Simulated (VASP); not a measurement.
WC, 16 atoms in the cell. The cell holds a slab with vacuum, 16 atoms: a = 5.801 Å, b = 5.801 Å, c = 15.252 Å, α = 90.00°, β = 90.00°, γ = 120.00°. 

- Program: VASP 6.6.1
- Task: single point
- Functional: PBE
- Potentials or basis: VASP PAW PBE potentials, release 64 (W_sv, C)
- Cutoff: 520 eV
- k mesh: 2 × 2 × 1
- Occupations: fermi-dirac, width 0.1 eV
- Spin: no spin polarisation
- Dipole correction: no
- Further INCAR settings: LREAL = Auto; ALGO = Normal; EDIFF = 1e-06; NBANDS = 86

Potentials or basis: VASP PAW PBE potentials, release 64 (W_sv, C).

Run with:

```sh
$ cat potpaw_PBE.64/W_sv/POTCAR potpaw_PBE.64/C/POTCAR > POTCAR
$ mpirun -np 1 vasp_std > vasp.out
```

Hardware: 1 thread of Intel Xeon 8259CL, with other jobs on the host.

Task: How long does it take, and how much memory?

Result: Wall time 11 min on 1 thread of Intel Xeon 8259CL, on a shared host, peak memory 0.61 GiB. Counts: scf iterations 28, k points 4.
